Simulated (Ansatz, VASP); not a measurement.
# AgCl in VASP and in Ansatz

```
CELL_PARAMETERS angstrom
0.00000 2.71148 2.71148
2.71148 0.00000 2.71148
2.71148 2.71148 0.00000
ATOMIC_POSITIONS crystal
Ag 0.50000 0.50000 0.50000
Cl 0.00000 0.00000 0.00000
```

Alike in both runs: task single point; functional PBE; k mesh 8 × 8 × 8; occupations gaussian, width 0.02 eV; no spin polarisation.

```csv
,VASP,Ansatz
version,VASP 6.6.1,Ansatz 0.2.0
potentials or method,"VASP PAW PBE potentials, release 64 (Ag, Cl), cutoff 520 eV","scalar-relativistic, plane waves, PAW"
valence electrons in the cell,18,26
```

```tsv
	VASP	Ansatz	Ansatz less VASP
gap on the k mesh at the Fermi level (eV)	0.90	0.91	+0.003
least direct gap on the mesh (eV)	3.42	3.42	+0.002
pressure (GPa)	5.5	5.6	+0.16
```

VASP's potentials hold 18 valence electrons a cell and Ansatz's 26, so a difference there can come from the potentials and not from the codes.
